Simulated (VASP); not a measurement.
# WS2 (R3m) in VASP: notebook, part 3 of 3

VASP 6.6.1. Earlier steps stand in the parts before.

## (6) Single point, PBE+D3(BJ)

This run uses another cell than the first one, of 14.88 Å³/atom.

INCAR

```
ALGO = Normal ; EDIFF = 1E-6
ENCUT = 520 ; GGA = PE
ISIF = 2 ; ISMEAR = 0
IVDW = 12 ; LASPH = T
LCHARG = F ; LREAL = F
LWAVE = F ; NBANDS = 20
NELM = 80 ; PREC = Accurate
SIGMA = 0.05
```

KPOINTS

```
k-points
0
Gamma
  12 12 12
```

POSCAR

```
WS2
1.0
    1.5785988138      0.9114044501      5.1698666667
   -1.5785988138      0.9114044501      5.1698666667
    0.0000000000     -1.8228089002      5.1698666667
W S
1 2
Direct
    0.9993440419      0.9993440419      0.9993440419
    0.7527816504      0.7527816504      0.7527816504
    0.5791743077      0.5791743077      0.5791743077
```

Potentials or basis: VASP PAW PBE potentials, release 64 (W_sv, S).

Command:

```bash
> cat potpaw_PBE.64/W_sv/POTCAR potpaw_PBE.64/S/POTCAR > POTCAR
> mpirun -np 1 vasp_std > vasp.out
```

OUTCAR:

```text
EDIFF = 1E-6
   ENCUT = 520
   GGA = PE
   ISIF = 2
   ISMEAR = 0
   IVDW = 12
   LASPH = T
   LREAL = F
   NELM = 80
   PREC = Accurate
 IVDW          = 12

 ion  position               nearest neighbor table
   1  0.999  0.999  0.999-   2 2.27   2 2.27   2 2.27   3 2.27   3 2.27   3 2.27
   2  0.753  0.753  0.753-   1 2.27   1 2.27   1 2.27   3 2.69
   3  0.579  0.579  0.579-   1 2.27   1 2.27   1 2.27   2 2.69
[... 750 lines left out ...]

 Edisp (eV)   -1.54904

 E8    (eV) :    -0.6541

  FORCE on cell =-STRESS in cart. coord.  units (eV):
  Direction    XX          YY          ZZ          XY          YZ          ZX
  --------------------------------------------------------------------------------------
  -------------------------------------------------------------------------------------
  Total       7.68416     7.68416    17.14784     0.00000    -0.00000     0.00000
  in kB     275.86314   275.86314   615.61101     0.00000    -0.00000     0.00000
  external pressure =      389.11 kB  Pullay stress =        0.00 kB

 VOLUME and BASIS-vectors are now :
 -----------------------------------------------------------------------------
  energy-cutoff  :      520.00
  volume of cell :       44.63
      direct lattice vectors                 reciprocal lattice vectors
     1.578598814  0.911404450  5.169866667     0.316736587  0.182867954  0.064476195
    -1.578598814  0.911404450  5.169866667    -0.316736587  0.182867954  0.064476195
     0.000000000 -1.822808900  5.169866667     0.000000000 -0.365735907  0.064476195

 POSITION                                       TOTAL-FORCE (eV/Angst)
 -----------------------------------------------------------------------------------
      0.00000      0.00000     15.49943         0.000000     -0.000000      0.013095
      0.00000      0.00000     11.67534         0.000000     -0.000000      5.353187
      0.00000      0.00000      8.98276         0.000000      0.000000     -5.366282
 -----------------------------------------------------------------------------------
    total drift:                                0.000000     -0.000000      0.000088

  FREE ENERGIE OF THE ION-ELECTRON SYSTEM (eV)
  ---------------------------------------------------
  free  energy   TOTEN  =       -23.5823167132 eV

  energy  without entropy=      -23.5815157112  energy(sigma->0) =      -23.58191621
```

OSZICAR:

```text
N       E                     dE             d eps       ncg     rms          rms(c)
DAV:   1     0.204861815688E+03    0.20486E+03   -0.13262E+04  7560   0.133E+03
DAV:   2    -0.128384456135E+02   -0.21770E+03   -0.21075E+03  8608   0.356E+02
DAV:   3    -0.230635538702E+02   -0.10225E+02   -0.10110E+02  9480   0.726E+01
DAV:   4    -0.231963232176E+02   -0.13277E+00   -0.13263E+00  9020   0.880E+00
DAV:   5    -0.231982338700E+02   -0.19107E-02   -0.19105E-02  9396   0.111E+00    0.370E+01
DAV:   6    -0.221438843780E+02    0.10543E+01   -0.40537E+00  8288   0.148E+01    0.163E+01
DAV:   7    -0.220553884383E+02    0.88496E-01   -0.60942E-01  7888   0.492E+00    0.655E+00
DAV:   8    -0.220357879661E+02    0.19600E-01   -0.13606E-01  8844   0.253E+00    0.164E+00
DAV:   9    -0.220334388366E+02    0.23491E-02   -0.10714E-02  9284   0.729E-01    0.688E-01
DAV:  10    -0.220332512012E+02    0.18764E-03   -0.36530E-03  8660   0.385E-01    0.127E-01
DAV:  11    -0.220332718666E+02   -0.20665E-04   -0.14465E-04  8784   0.950E-02    0.413E-02
DAV:  12    -0.220332764827E+02   -0.46161E-05   -0.20384E-05  8724   0.290E-02    0.171E-02
DAV:  13    -0.220332797144E+02   -0.32317E-05   -0.54074E-06  8572   0.156E-02    0.475E-03
DAV:  14    -0.220332798142E+02   -0.99716E-07   -0.16920E-07  5496   0.290E-03
   1 F= -.23582317E+02 E0= -.23581916E+02  d E =-.801002E-03
```

It took 3 min on 1 thread of Intel Xeon 6975P-C (Granite Rapids), shared host; peak memory 0.37 GiB.

Results:

| Property | Result |
| --- | --- |
| Free energy | -23.5823 eV |
| Pressure | 38.9 GPa |
| Largest force | 5.366 eV/Å |
| Band gap on the k mesh | zero (bands 13 and 14 overlap by 1.14 eV) |
| Dispersion energy per atom | -0.516 eV |

Forces in eV/Å, atoms in the order of the input:
```
W    0.000  0.000  0.013
S    0.000  0.000  5.353
S    0.000  0.000 -5.366
```

Levels at points of the mesh, in eV from the Fermi level:
| k point | band 10 | band 11 | band 12 | band 13 | band 14 | band 15 | band 16 | band 17 |
| --- | --- | --- | --- | --- | --- | --- | --- | --- |
| (0.00, 0.00, 0.00) | -4.11 | -4.11 | -0.96 | -0.18 | 1.34 | 1.34 | 2.75 | 2.75 |
| (0.50, 0.00, 0.00) | -6.03 | -3.24 | -2.63 | -2.17 | 1.32 | 1.69 | 3.25 | 3.75 |
| (0.50, 0.50, 0.00) | -5.75 | -3.77 | -3.49 | -2.40 | 1.11 | 1.70 | 2.95 | 5.12 |
| (0.50, 0.50, 0.50) | -4.26 | -3.99 | -3.99 | 0.66 | 1.64 | 1.64 | 2.21 | 2.21 |

Caveat: the stress differs along the axes, from 28 to 62 GPa; spin-orbit coupling is left out, which moves the levels of the heavy elements; forces of over 1 eV/Å act on the atoms, so gaps and moduli don't describe the material at rest.

## (7) Summary

| cell | gap on the mesh (eV) | pressure (GPa) | largest force (eV/Å) |
| --- | --- | --- | --- |
| a = 5.464 Å, angles 32.6°, 3 atoms | none | 60.2 | 6.77 |
| a = 5.470 Å, angles 32.9°, 3 atoms | none | 52.5 | 6.27 |
| a = 5.476 Å, angles 33.2°, 3 atoms | none | 45.4 | 5.81 |
| a = 5.739 Å, angles 30.9°, 3 atoms | none | 40.1 | 4.53 |
| a = 5.482 Å, angles 33.5°, 3 atoms | none | 38.9 | 5.37 |

Alike in all rows: task single point; level PBE+D3(BJ); potentials or basis VASP PAW PBE potentials, release 64 (W_sv, S); no spin polarisation; k mesh 12 × 12 × 12; cutoff (eV) 520; smearing gaussian 0.05 eV.

Caveats: spin-orbit coupling is left out, which moves the levels of the heavy elements; forces of over 1 eV/Å act on the atoms, so gaps and moduli don't describe the material at rest; the stress differs along the axes, from 50 to 81 GPa (at least some runs); the stress differs along the axes, from 42 to 74 GPa (at least some runs); the stress differs along the axes, from 34 to 68 GPa (at least some runs); the stress differs along the axes, from 34 to 53 GPa (at least some runs); the stress differs along the axes, from 28 to 62 GPa (at least some runs).

Absolute energies hang on the potentials; compare differences alone.
